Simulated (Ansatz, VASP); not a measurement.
## WS2 in VASP and in Ansatz

File POSCAR:

```
WS2
1.0
    2.9150013506      0.0000000000      0.0000000000
   -1.4575006753      2.5244652217      0.0000000000
    0.0000000000      0.0000000000     28.2158613362
W S
2 4
Direct
    0.3333333333      0.6666666667      0.6379434935
    0.6666666667      0.3333333333      0.3620565065
    0.3333333333      0.6666666667      0.2962425097
    0.6666666667      0.3333333333      0.5721038223
    0.3333333333      0.6666666667      0.4278961777
    0.6666666667      0.3333333333      0.7037574903
```

The input INCAR.step1:

```
ALGO = Normal
EDIFF = 1E-4
ENCUT = 520
GGA = PE
ISMEAR = 0
LASPH = True
LCHARG = False
LREAL = False
LWAVE = True
NBANDS = 35
NELM = 80
PREC = Accurate
SIGMA = 0.05
```

The input INCAR.step2:

```
ALGO = Normal
EDIFF = 1E-7
ENCUT = 520
ISIF = 2
ISMEAR = 0
ISTART = 1
LASPH = True
LCHARG = False
LMIXTAU = True
LREAL = False
LWAVE = False
METAGGA = R2SCAN
NBANDS = 35
NELM = 80
PREC = Accurate
SIGMA = 0.05
```

The input KPOINTS:

```
k-points
0
Gamma
  12 12 2
```

Input for Ansatz:

```yaml
crystal:
  lattice:
    - [2.9150013506, 0.0, 0.0]
    - [-1.4575006753, 2.5244652217, 0.0]
    - [0.0, 0.0, 28.2158613362]
  atoms:
    - { symbol: W, position: [0.3333333333, 0.6666666667, 0.6379434935] }
    - { symbol: W, position: [0.6666666667, 0.3333333333, 0.3620565065] }
    - { symbol: S, position: [0.3333333333, 0.6666666667, 0.2962425097] }
    - { symbol: S, position: [0.6666666667, 0.3333333333, 0.5721038223] }
    - { symbol: S, position: [0.3333333333, 0.6666666667, 0.4278961777] }
    - { symbol: S, position: [0.6666666667, 0.3333333333, 0.7037574903] }
basis:
  ecutwfc: 500
kpoints:
  mp_grid: { grid: [12, 12, 2] }
hamiltonian:
  xc: r2scan
scf:
  occupations: { method: gaussian, width: 0.05 }
output:
  forces: true
  stress: true
  eigenvalues: true
```

Alike in both runs: task single point; functional r2SCAN; k mesh 12 × 12 × 2; occupations gaussian, width 0.05 eV; no spin polarisation.

```csv
,VASP,Ansatz
version,VASP 6.6.1,Ansatz 0.2.0
potentials or method,"VASP PAW PBE potentials, release 64 (W_sv, S), cutoff 520 eV","scalar-relativistic, plane waves, PAW"
valence electrons in the cell,52,52
```

|  | VASP | Ansatz | Ansatz less VASP |
| --- | --- | --- | --- |
| gap on the k mesh at the Fermi level (eV) | 0.43 | 0.43 | -0.001 |
| least direct gap on the mesh (eV) | 1.23 | 1.23 | -0.002 |
| rms of the force components (eV/Å) | 1.550 | 1.560 | +0.0099 |

VASP's potentials were made for PBE, not for r2SCAN. Atom by atom the forces differ by 0.010 eV/Å (rms over components).

Spin-orbit coupling is off throughout.
